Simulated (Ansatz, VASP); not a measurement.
Si4O7: VASP beside Ansatz

The input INCAR:

```
ALGO = Normal ; EDIFF = 1E-6
ENCUT = 520 ; GGA = PS
GGA_COMPAT = F ; ISIF = 2
ISMEAR = 0 ; LASPH = T
LCHARG = F ; LREAL = F
LWAVE = F ; NBANDS = 40
NELM = 120 ; PREC = Accurate
SIGMA = 0.05
```

Contents of KPOINTS:

```
k-points
0
Gamma
  4 4 4
```

POSCAR

```
Si4O7
1.0
    5.0280710683      0.0000000000      0.0000000000
    0.0000000000      5.0280710683      0.0000000000
    0.0000000000      0.0000000000      7.0088699743
Si O
4 7
Direct
    0.2980688188      0.2980688188      0.0000000000
    0.2019311812      0.7980688188      0.2500000000
    0.7019311812      0.7019311812      0.5000000000
    0.7980688188      0.2019311812      0.7500000000
    0.3980464015      0.7395636083      0.4283767439
    0.7604363917      0.8980464015      0.6783767439
    0.6019535985      0.2604363917      0.9283767439
    0.7395636083      0.3980464015      0.5716232561
    0.8980464015      0.7604363917      0.3216232561
    0.2414380478      0.3023329434      0.1687899557
    0.1019535985      0.2395636083      0.8216232561
```

Input for Ansatz:

```yaml
crystal:
  lattice:
    - [5.0280710683, 0.0, 0.0]
    - [0.0, 5.0280710683, 0.0]
    - [0.0, 0.0, 7.0088699743]
  atoms:
    - { symbol: Si, position: [0.2980688188, 0.2980688188, 0.0] }
    - { symbol: Si, position: [0.2019311812, 0.7980688188, 0.25] }
    - { symbol: Si, position: [0.7019311812, 0.7019311812, 0.5] }
    - { symbol: Si, position: [0.7980688188, 0.2019311812, 0.75] }
    - { symbol: O, position: [0.3980464015, 0.7395636083, 0.4283767439] }
    - { symbol: O, position: [0.7604363917, 0.8980464015, 0.6783767439] }
    - { symbol: O, position: [0.6019535985, 0.2604363917, 0.9283767439] }
    - { symbol: O, position: [0.7395636083, 0.3980464015, 0.5716232561] }
    - { symbol: O, position: [0.8980464015, 0.7604363917, 0.3216232561] }
    - { symbol: O, position: [0.2414380478, 0.3023329434, 0.1687899557] }
    - { symbol: O, position: [0.1019535985, 0.2395636083, 0.8216232561] }
basis:
  ecutwfc: 420
kpoints:
  mp_grid: { grid: [4, 4, 4] }
hamiltonian:
  xc: pbesol
  pseudopotentials: { kind: paw, azcp: { folder: soft_1 } }
scf:
  occupations: { method: gaussian, width: 0.05 }
output:
  forces: true
  stress: true
  eigenvalues: true
  write_density: true
  write_potential: true
  elf: true
  volumetric_format: npy
```

Change from the starting cell: O vacancy; atom 10 moved 0.625 of the way to it and +0.225 Å across, host rigid.

Alike in both runs: task single point; functional PBEsol; k mesh 4 × 4 × 4; occupations gaussian, width 0.05 eV; no spin polarisation.

```csv
,VASP,Ansatz
version,VASP 6.6.1,Ansatz 0.2.0
potentials or method,"VASP PAW PBE potentials, release 64 (Si, O), cutoff 520 eV","scalar-relativistic, plane waves, PAW"
valence electrons in the cell,58,58
```

```tsv
	VASP	Ansatz	Ansatz less VASP
gap on the k mesh at the Fermi level (eV)	1.86	1.89	+0.030
least direct gap on the mesh (eV)	1.88	1.91	+0.031
pressure (GPa)	15.5	15.8	+0.36
traceless stress, the component that is largest in VASP (GPa)	27.10	28.17	+1.068
rms of the force components (eV/Å)	9.658	10.060	+0.4015
```

VASP's potentials were made for PBE, not for PBEsol, and Ansatz warns of the same on its side. Atom by atom the forces differ by 0.404 eV/Å (rms over components). The functional is the same, so the differences come from potentials, cutoffs and numerics.
